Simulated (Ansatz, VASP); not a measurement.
**Bi in VASP and in Ansatz**

```
Bi
1.0
    -3.91688    3.91688    1.37334
     3.91688   -3.91688    1.37334
     3.91688    3.91688   -1.37334
Bi
1
Direct
  0.00000 0.00000 0.00000
```

Change from the starting cell: strain -0.080 along x and y, -0.040 along z, atoms carried along.

Alike in both runs: task single point; functional PBE; dispersion D3(BJ); k mesh 10 × 10 × 10; occupations gaussian, width 0.05 eV; no spin polarisation.

|  | VASP | Ansatz |
| --- | --- | --- |
| version | VASP 6.6.1 | Ansatz 0.2.0 |
| potentials or method | VASP PAW PBE potentials, release 64 (Bi_d), cutoff 520 eV | scalar-relativistic, plane waves, PAW |
| valence electrons in the cell | 15 | 15 |

|  | VASP | Ansatz | Ansatz less VASP |
| --- | --- | --- | --- |
| gap on the k mesh at the Fermi level (eV) | none | none | - |
| pressure (GPa) | 0.4 | 0.5 | +0.05 |
| traceless stress, the component that is largest in VASP (GPa) | 2.60 | 2.64 | +0.042 |

A gap of «none» marks a metal or a gap that the smearing closes.

Neither program's run includes spin-orbit coupling.
